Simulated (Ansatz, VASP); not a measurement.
**One calculation of MgS, two programs**

```
Mg S
1.0
     0.00000    2.61888    2.61888
     2.61888    0.00000    2.61888
     2.61888    2.61888    0.00000
Mg S
1 1
Direct
  0.00000 0.00000 0.00000
  0.50000 0.50000 0.50000
```

Change from the starting cell: volume scaled by 1.02, crystal datasets.

Alike in both runs: task electric field gradients; functional PBEsol; k mesh 10 × 10 × 10; occupations fermi-dirac, width 0.03 eV; no spin polarisation.

|  | VASP | Ansatz |
| --- | --- | --- |
| version | VASP 6.6.1 | Ansatz 0.2.0 |
| potentials or method | VASP PAW PBE potentials, release 64 (Mg, S), cutoff 520 eV | all-electron PAW with datasets made for the crystal, scalar-relativistic |

|  | VASP | Ansatz | Ansatz less VASP |
| --- | --- | --- | --- |
| gap on the k mesh at the Fermi level (eV) | 2.66 | 2.66 | +0.001 |
| pressure (GPa) | -2.5 | -2.4 | +0.18 |

VASP's potentials were made for PBE, not for PBEsol. Ansatz ran all-electron here, and VASP with PAW potentials.
